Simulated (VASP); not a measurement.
A run of VASP 6.6.1 is set up as follows.

File INCAR:

```
SYSTEM = HfB
ALGO = Normal ; EDIFF = 1E-6
ENCUT = 500 ; GGA = RE
GGA_COMPAT = .FALSE. ; ISIF = 2
ISMEAR = 0 ; LASPH = .TRUE.
LCHARG = .FALSE. ; LREAL = .FALSE.
LWAVE = .FALSE. ; NBANDS = 14
NELM = 120 ; PREC = Accurate
SIGMA = 0.05
```

KPOINTS

```
k-points
0
G
  8 8 8
  0 0 0
```

The input POSCAR:

```
HfB
1.0
    0.0000000000      2.3958404149      2.3958404149
    2.3958404149      0.0000000000      2.3958404149
    2.3958404149      2.3958404149      0.0000000000
Hf B
1 1
Direct
    0.5000000000      0.5000000000      0.5000000000
    0.0000000000      0.0000000000      0.0000000000
```

Potentials or basis: VASP PAW PBE potentials, release 64 (Hf_pv, B).

The run is started by

```console
$ cat potpaw_PBE.64/Hf_pv/POTCAR potpaw_PBE.64/B/POTCAR > POTCAR
$ mpirun -np 1 vasp_std > vasp.out
```

Question: Predict the pressure.

Answer: 7.4 GPa.

Question: Predict the band gap on the k mesh.

Answer: Zero (an odd number of electrons rules out a gap without spin polarisation).

Caveat: the cell stands under pressure; the PAW data sets were made with another functional, which shifts forces and pressure a little; spin-orbit coupling is left out, which moves the levels of the heavy elements; an odd number of electrons without spin polarisation forces a metal; a magnetic or distorted state may lie lower.
